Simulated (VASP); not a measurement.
# ZnS (F-43m) in VASP: notebook, part 2 of 2

VASP 6.6.1. The steps go on from the part before.

## 3. Single point, LDA (volume scaled by 0.96)

The input, INCAR:

```
ALGO     = Normal         # electronic algorithm
EDIFF    = 1E-6           # SCF threshold, eV
ENCUT    = 520            # plane-wave cutoff, eV
GGA      = CA             # functional
ISIF     = 2              # what is computed and relaxed
ISMEAR   = -1             # smearing method
LASPH    = True           # aspherical terms in the spheres
LCHARG   = False          # write CHGCAR
LREAL    = False          # projectors in reciprocal space
LWAVE    = False          # write WAVECAR
NBANDS   = 16             # bands
NELM     = 100            # most SCF steps
PREC     = Accurate       # precision mode
SIGMA    = 0.05           # smearing width, eV
```

The input, KPOINTS:

```
k-points
0
Gamma
  9 9 9
```

The input, POSCAR:

```
ZnS
1.0
    0.0000000000      2.6654820099      2.6654820099
    2.6654820099      0.0000000000      2.6654820099
    2.6654820099      2.6654820099      0.0000000000
Zn S
1 1
Direct
    0.7500000000      0.7500000000      0.7500000000
    0.0000000000      0.0000000000      0.0000000000
```

Potentials or basis: VASP PAW LDA potentials, release 64 (Zn, S).

Run with:

```sh
> cat potpaw_LDA.64/Zn/POTCAR potpaw_LDA.64/S/POTCAR > POTCAR
> mpirun -np 1 vasp_std > vasp.out
```

It took 7.2 s on 1 thread of Intel Xeon 6975P-C (Granite Rapids), shared host; peak memory 0.14 GiB.

The run converged. Its results:

```
Free energy            : -8.2054 eV
Pressure               : -1.4 GPa
Band gap on the k mesh : 2.07 eV, direct
```

Levels at points of the mesh, in eV from the valence-band top:
| k point | band 5 | band 6 | band 7 | band 8 | band 9 | band 10 | band 11 | band 12 | band 13 | band 14 |
| --- | --- | --- | --- | --- | --- | --- | --- | --- | --- | --- |
| (0.00, 0.00, 0.00) | -6.14 | -6.14 | 0.00 | 0.00 | 0.00 | 2.07 | 6.23 | 6.23 | 6.23 | 11.75 |

Caveat: the cell differs from its parent crystal (volume scaled by 0.96).

## 4. Single point, LDA (volume scaled by 0.98)

The input, INCAR:

```
PREC = Accurate ; ENCUT = 520
EDIFF = 1E-6 ; ISMEAR = -1
SIGMA = 0.05 ; LREAL = F
LASPH = T ; NELM = 60
ALGO = Normal ; ISIF = 2
LWAVE = F ; LCHARG = F
NBANDS = 16
```

The input, KPOINTS:

```
regular mesh
0
Gamma
  9 9 9
```

The input, POSCAR:

```
ZnS
1.0
    0.0000000000      2.6838652254      2.6838652254
    2.6838652254      0.0000000000      2.6838652254
    2.6838652254      2.6838652254      0.0000000000
Zn S
1 1
Direct
    0.7500000000      0.7500000000      0.7500000000
    0.0000000000      0.0000000000      0.0000000000
```

Potentials or basis: VASP PAW LDA potentials, release 64 (Zn, S).

Run with:

```sh
> cat potpaw_LDA.64/Zn/POTCAR potpaw_LDA.64/S/POTCAR > POTCAR
> mpirun -np 1 vasp_std > vasp.out
```

OUTCAR:

```text
PREC = Accurate
   ENCUT = 520
   EDIFF = 1E-6
   ISMEAR = -1
   LREAL = F
   LASPH = T
   NELM = 60
   ISIF = 2

 ion  position               nearest neighbor table
   1  0.750  0.750  0.750-   2 2.32   2 2.32   2 2.32   2 2.32
   2  0.000  0.000  0.000-   1 2.32   1 2.32   1 2.32   1 2.32

  LATTYP: Found a face centered cubic cell.
 ALAT       =     5.3677304508

  Lattice vectors:

 A1 = (   0.0000000000,   2.6838652254,   2.6838652254)
 A2 = (   2.6838652254,   0.0000000000,   2.6838652254)
 A3 = (   2.6838652254,   2.6838652254,   0.0000000000)
[... 622 lines left out ...]
      3      -4.1252      2.00000
      4      -4.1252      2.00000
      5      -3.8799      2.00000
      6      -3.7900      2.00000
[... 8 lines left out ...]
     15      15.8079      0.00000
     16      17.1633      0.00000

 [... further k-points ...]
[... 5 lines left out ...]
  --------------------------------------------------------------------------------------
  -------------------------------------------------------------------------------------
  Total       -0.7117228     -0.7117228     -0.7117228      0.0000000     -0.0000000     -0.0000000
  in kB      -29.4923483    -29.4923483    -29.4923483      0.0000000     -0.0000000     -0.0000000
  external PRESSURE =     -29.4923483 kB  Pullay stress =       0.0000000 kB

 VOLUME and BASIS-vectors are now :
 -----------------------------------------------------------------------------
  energy-cutoff  :      520.00
  volume of cell :       38.66
      direct lattice vectors                 reciprocal lattice vectors
     0.000000000  2.683865225  2.683865225    -0.186298476  0.186298476  0.186298476
     2.683865225  0.000000000  2.683865225     0.186298476 -0.186298476  0.186298476
     2.683865225  2.683865225  0.000000000     0.186298476  0.186298476 -0.186298476

 POSITION                                       TOTAL-FORCE (eV/Angst)
 -----------------------------------------------------------------------------------
      4.02580      4.02580      4.02580         0.000000     -0.000000     -0.000000
      0.00000      0.00000      0.00000        -0.000000      0.000000      0.000000
 -----------------------------------------------------------------------------------
    total drift:                                0.000001      0.000001      0.000001

  FREE ENERGIE OF THE ION-ELECTRON SYSTEM (eV)
  ---------------------------------------------------
  free  energy   TOTEN  =        -8.1948601489 eV

  energy  without entropy=       -8.1948601489  energy(sigma->0) =       -8.19486015
```

Wall time 7.3 s (1 thread of Intel Xeon 6975P-C (Granite Rapids), shared host); peak memory 0.14 GiB.

Results:

```yaml
Free_energy: -8.1949 eV
Pressure: -2.9 GPa
Band_gap_on_the_k_mesh: 1.98 eV, direct
```

Caveat: the cell differs from its parent crystal (volume scaled by 0.98).

## 5. Single point, BLYP+D3(BJ)

This run uses another cell than the first one, of 19.51 Å³/atom, 1.052 times its volume.

The input, INCAR:

```
  PREC = Accurate
  ENCUT = 520
  EDIFF = 1E-7
  ISMEAR = -1
  SIGMA = 0.05
  LREAL = F
  LASPH = T
  NELM = 100
  ALGO = Normal
  ISIF = 2
  LWAVE = F
  LCHARG = F
  GGA = B5
  ALDAX = 1.0
  AGGAX = 1.0
  AGGAC = 1.0
  ALDAC = 0.0
  IVDW = 12
  VDW_S6 = 1.0
  VDW_S8 = 2.6996
  VDW_A1 = 0.4298
  VDW_A2 = 4.2359
  NBANDS = 16
```

The input, KPOINTS:

```
Automatic mesh
0
Gamma
  9 9 9
```

The input, POSCAR:

```
ZnS
1.0
    0.0000000000      2.6920897757      2.6920897757
    2.6920897757      0.0000000000      2.6920897757
    2.6920897757      2.6920897757      0.0000000000
Zn S
1 1
Direct
    0.7500000000      0.7500000000      0.7500000000
    0.0000000000      0.0000000000      0.0000000000
```

Potentials or basis: VASP PAW PBE potentials, release 64 (Zn, S).

Run with:

```sh
> cat potpaw_PBE.64/Zn/POTCAR potpaw_PBE.64/S/POTCAR > POTCAR
> mpirun -np 1 vasp_std > vasp.out
```

Wall time 15 s (1 thread of Intel Xeon 6975P-C (Granite Rapids), shared host); peak memory 0.17 GiB.

The run converged. Its results:

```yaml
Free_energy: -7.1154 eV
Pressure: 0.1 GPa
Band_gap_on_the_k_mesh: 2.18 eV, direct
Dispersion_energy_per_atom: -0.675 eV
```

Levels at points of the mesh, in eV from the valence-band top:
```tsv
k point	band 6	band 7	band 8	band 9	band 10	band 11	band 12	band 13
(0.00, 0.00, 0.00)	-5.98	0.00	0.00	0.00	2.18	6.44	6.44	6.44
```

Caveat: the PAW data sets were made with another functional, which shifts forces and pressure a little.

## 6. Single point, SVWN5

This run uses another cell than the first one, of 19.73 Å³/atom, 1.064 times its volume.

The input, INCAR:

```
PREC = Accurate
ENCUT = 520
EDIFF = 1E-6
ISMEAR = -1
SIGMA = 0.05
LREAL = F
LASPH = T
NELM = 60
ALGO = Normal
ISIF = 2
LWAVE = F
LCHARG = F
GGA = VW
NBANDS = 16
```

KPOINTS is that of step 5.

The input, POSCAR:

```
ZnS
1.0
    0.0000000000      2.7020000000      2.7020000000
    2.7020000000      0.0000000000      2.7020000000
    2.7020000000      2.7020000000      0.0000000000
Zn S
1 1
Direct
    0.7500000000      0.7500000000      0.7500000000
    0.0000000000      0.0000000000      0.0000000000
```

Potentials or basis: VASP PAW PBE potentials, release 64 (Zn, S).

Run with:

```sh
> cat potpaw_PBE.64/Zn/POTCAR potpaw_PBE.64/S/POTCAR > POTCAR
> mpirun -np 1 vasp_std > vasp.out
```

It took 7.7 s on 1 thread of Intel Xeon 6975P-C (Granite Rapids), shared host; peak memory 0.14 GiB.

Results (log left out):

| Item | Value |
| --- | --- |
| Free energy | -8.1141 eV |
| Pressure | -4.4 GPa |
| Band gap on the k mesh | 1.87 eV, direct |

Levels at points of the mesh, in eV from the valence-band top:
```tsv
k point	band 7	band 8	band 9	band 10	band 11	band 12
(0.00, 0.00, 0.00)	0.00	0.00	0.00	1.87	6.27	6.27
```

Caveat: the PAW data sets were made with another functional, which shifts forces and pressure a little.

## 7. Summary

```csv
level,potentials or basis,cell,gap on the mesh (eV),pressure (GPa)
LDA,"VASP PAW LDA potentials, release 64 (Zn, S)","a = 3.743 Å, angles 60.0°, 2 atoms",2.17,0.4
LDA,"VASP PAW LDA potentials, release 64 (Zn, S)","a = 3.770 Å, angles 60.0°, 2 atoms",2.07,-1.4
LDA,"VASP PAW LDA potentials, release 64 (Zn, S)","a = 3.796 Å, angles 60.0°, 2 atoms",1.98,-2.9
BLYP+D3(BJ),"VASP PAW PBE potentials, release 64 (Zn, S)","a = 3.807 Å, angles 60.0°, 2 atoms",2.18,0.1
SVWN5,"VASP PAW PBE potentials, release 64 (Zn, S)","a = 3.821 Å, angles 60.0°, 2 atoms",1.87,-4.4
```

Alike in all rows: task single point; no spin polarisation; k mesh 9 × 9 × 9; cutoff (eV) 520; smearing fermi-dirac 0.05 eV.

Caveats: the PAW data sets were made with another functional, which shifts forces and pressure a little (some runs).

Absolute energies hang on the potentials; compare differences alone.

## 8. Against experiment

Step 5. Against the measured gap of ZnS, 3.85 eV (direct; 19 K; quoted in “Electronic, vibrational, and thermodynamic properties of ZnS (zincblende and rocksalt structure)”, 2009, arxiv:0911.5022), the calculated 2.18 eV is off by -1.67 eV. The value is that of BLYP+D3(BJ), without temperature or zero-point motion. Semilocal functionals fall short of measured gaps as a rule.
